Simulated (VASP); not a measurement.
Runs of VASP 6.6.1 on Ta. The structure is that of space group Im-3m (No. 229), or close to it. The cells are those of the table. 

| task | cell | cutoff (eV) | gap on the mesh (eV) | pressure (GPa) |
| --- | --- | --- | --- | --- |
| single point | a = 2.864 Å, angles 109.5°, 1 atom | 520 | none | (a) |
| single point | a = 2.659 Å, angles 109.5°, 1 atom | 520 | none | (b) |
| single point | a = 2.806 Å, angles 109.5°, 1 atom | 520 | none | 14.8 |
| single point | a = 2.744 Å, angles 109.5°, 1 atom | 520 | none | 33.3 |
| single point | a = 2.567 Å, angles 109.5°, 1 atom | 520 | none | 122.1 |
| relaxation of cell and atoms | relaxed from a = 2.861 Å, angles 109.5°, 1 atom | 600 | none | 0.0 |
| single point | a = 2.468 Å, angles 109.5°, 1 atom | 520 | none | 206.3 |
| single point | a = 2.347 Å, angles 109.5°, 1 atom | 520 | none | 371.7 |

Alike in all rows: level r2SCAN; potentials or basis VASP PAW PBE potentials, release 64 (Ta_pv); no spin polarisation; k mesh 16 × 16 × 16; smearing fermi-dirac 0.1 eV.

Task: Fill in the values left out.

Result: (a) 0.6; (b) 68.0.

Caveats: the PAW data sets were made with another functional, which shifts forces and pressure a little; spin-orbit coupling is left out, which moves the levels of the heavy elements.

A k mesh can miss the band edges, and the runs leave out spin-orbit coupling on Ta.

A gap of «none» marks levels without a gap at the run's occupations.
